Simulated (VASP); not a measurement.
The system is CsH3.

```
CELL_PARAMETERS angstrom
6.61122 0.00000 0.00000
-3.30561 5.72549 0.00000
0.00000 0.00000 5.56231
ATOMIC_POSITIONS crystal
Cs 0.33333 0.66667 0.00000
H 0.00000 0.00000 0.56721
H 0.00000 0.00000 0.43279
H 0.33333 0.66667 0.50000
```

The cell was generated, and may not be a known phase.

- Program: VASP 6.6.1
- Task: relaxation of cell and atoms
- Functional: PBE
- Potentials or basis: VASP PAW PBE potentials, release 64 (Cs_sv, H)
- Cutoff: 600 eV
- k mesh: 6 × 6 × 6
- Occupations: gaussian, width 0.02 eV
- Spin: no spin polarisation

At the start: pressure 0.1 GPa; volume 52.64 Å³/atom.

Problem. How do energy, volume and symmetry change on relaxing?

Solution. Over 20 steps the energy falls by 7.0 meV/atom and the volume is 68.07 Å³/atom (+29.3 %); space group P-6m2 (No. 187, to 0.1 Å) before and after.

Step by step:
```csv
step,energy change (eV),largest force (eV/Å),pressure (GPa),volume (Å³)
1,0.0000,0.0026,0.13,210.55
2,-0.0011,0.0246,0.11,211.81
3,-0.0042,0.1052,0.08,215.61
4,-0.0088,0.2630,0.01,223.34
5,-0.0118,0.5652,-0.12,239.29
6,-0.0120,0.5599,-0.11,239.51
7,-0.0125,0.5439,-0.11,240.15
8,-0.0135,0.5118,-0.11,241.44
9,-0.0153,0.4471,-0.11,244.02
10,-0.0183,0.3148,-0.10,249.24
11,-0.0214,0.0389,-0.08,259.87
12,-0.0216,0.0694,-0.07,263.96
13,-0.0220,0.0684,-0.07,264.18
14,-0.0229,0.0653,-0.06,264.84
15,-0.0246,0.0595,-0.05,266.16
16,-0.0270,0.0489,-0.02,268.79
17,-0.0278,0.0323,0.04,273.98
18,-0.0281,0.0389,0.02,272.13
19,-0.0280,0.0986,0.00,272.59
20,-0.0282,0.0075,0.01,272.28
```

Final structure:
```
Cs H
1.0
     7.49944    0.00000    0.00000
    -3.74972    6.49470    0.00000
     0.00000    0.00000    5.59021
Cs H
1 3
Direct
  0.33333 0.66667 0.00000
  0.00000 0.00000 0.56701
  0.00000 0.00000 0.43299
  0.33333 0.66667 0.50000
```

Caveat: the volume moved by over 15 % at a fixed basis, so the end points are rough.
